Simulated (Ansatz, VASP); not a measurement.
Two plane-wave programs on HgPt2

```
CELL_PARAMETERS angstrom
1.45156 0.83806 7.07056
-1.45156 0.83806 7.07056
0.00000 -1.67612 7.07056
ATOMIC_POSITIONS crystal
Hg 0.00000 0.00000 0.00000
Pt 0.77857 0.77857 0.77857
Pt 0.22143 0.22143 0.22143
```

Alike in both runs: functional PBE; k mesh 6 × 6 × 6; occupations gaussian, width 0.1 eV; no spin polarisation.

Ansatz relaxed the structure, and its values are those at the end. VASP's run is a single point on that final structure, the one shown.

|  | VASP | Ansatz |
| --- | --- | --- |
| version | VASP 6.6.1 | Ansatz 0.2.0 |
| potentials or method | VASP PAW PBE potentials, release 64 (Hg, Pt), cutoff 520 eV | scalar-relativistic, plane waves, PAW |
| valence electrons in the cell | 32 | 56 |

Ansatz gave:

| Quantity | Value |
| --- | --- |
| gap on the k mesh at the Fermi level (eV) | none |
| pressure (GPa) | -0.4 |
| rms of the force components (eV/Å) | 0.002 |

**Question.** Which values does VASP return?

**Answer.** gap on the k mesh at the Fermi level (eV): none; pressure (GPa): 0.2; rms of the force components (eV/Å): 0.037.

A gap of «none» marks a metal or a gap that the smearing closes. With one functional, cell and mesh, what is left measures potentials, basis and numerics. VASP's potentials hold 32 valence electrons a cell and Ansatz's 56, so a difference there can come from the potentials and not from the codes.

The k mesh is coarse, so the values compare programs but aren't converged. Neither program's run includes spin-orbit coupling.
